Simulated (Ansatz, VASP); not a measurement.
# Si: VASP beside Ansatz

```
CELL_PARAMETERS angstrom
3.98457 0.00000 0.00000
-1.99229 3.45074 0.00000
0.00000 0.00000 6.33262
ATOMIC_POSITIONS crystal
Si 0.33333 0.66667 0.06301
Si 0.66667 0.33333 0.56301
Si 0.33333 0.66667 0.43699
Si 0.66667 0.33333 0.93699
```

Change from the starting cell: strain +0.040 along x and y, +0.000 along z, atoms carried along.

Alike in both runs: task single point; functional LDA; k mesh 12 × 12 × 6; occupations gaussian, width 0.03 eV; no spin polarisation.

|  | VASP | Ansatz |
| --- | --- | --- |
| version | VASP 6.6.1 | Ansatz 0.2.0 |
| potentials or method | VASP PAW LDA potentials, release 64 (Si), cutoff 520 eV | scalar-relativistic, plane waves, PAW |
| valence electrons in the cell | 16 | 16 |

```tsv
	VASP	Ansatz	Ansatz less VASP
gap on the k mesh at the Fermi level (eV)	0.28	0.28	+0.001
least direct gap on the mesh (eV)	0.31	0.30	-0.008
pressure (GPa)	-7.6	-7.6	-0.02
traceless stress, the component that is largest in VASP (GPa)	4.79	4.77	-0.021
rms of the force components (eV/Å)	0.200	0.200	-0.0001
```

LDA's correlation is that of Perdew and Zunger in VASP and of Perdew and Wang (1992) in Ansatz. Atom by atom the forces differ by 0.000 eV/Å (rms over components).
